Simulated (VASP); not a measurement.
The system is Si.

```xyz
4
Lattice="2.7692 0.0000 0.0000 -1.3846 2.3982 0.0000 0.0000 0.0000 9.0441" Properties=species:S:1:pos:R:3 pbc="T T T"
Si    0.0000    0.0000    0.0000
Si    0.0000    0.0000    4.5221
Si    0.0000    1.5988    2.2610
Si    1.3846    0.7994    6.7831
```

This isn't the form of Si at room conditions, which is diamond.

```yaml
Program: VASP 6.6.1
Task: relaxation of cell and atoms
Functional: BLYP
Potentials_or_basis: VASP PAW PBE potentials, release 64 (Si)
Cutoff: 600 eV
k_mesh: 13 × 13 × 4
Occupations: fermi-dirac, width 0.1 eV
Spin: no spin polarisation
```

At the start: pressure 6.4 GPa; volume 15.02 Å³/atom.

Question: How do energy, volume and symmetry change on relaxing?

Answer: Over 8 steps the energy falls by 29.1 meV/atom and the volume is 16.57 Å³/atom (+10.4 %); space group P6_3/mmc (No. 194, to 0.1 Å) before and after.

Step by step:
```
step  energy change (eV)  largest force (eV/Å)  pressure (GPa)  volume (Å³)
   1              0.0000                0.0000            6.41        60.06
   2             -0.1132                0.0000            0.65        65.44
   3             -0.1150                0.0000           -0.07        66.33
   4             -0.1150                0.0000            0.03        66.20
   5             -0.1156                0.0000            0.04        66.18
   6             -0.1164                0.0000            0.09        66.14
   7             -0.1164                0.0000            0.10        66.14
   8             -0.1164                0.0000           -0.02        66.29
```

Final structure:
```
Si
1.0
     2.84229    0.00000    0.00000
    -1.42115    2.46150    0.00000
     0.00000    0.00000    9.47484
Si
4
Direct
  0.00000 0.00000 0.00000
  0.00000 0.00000 0.50000
  0.33333 0.66667 0.25000
  0.66667 0.33333 0.75000
```

Caveat: the highest band is partly filled, so the run has too few bands; the PAW data sets were made with another functional, which shifts forces and pressure a little.
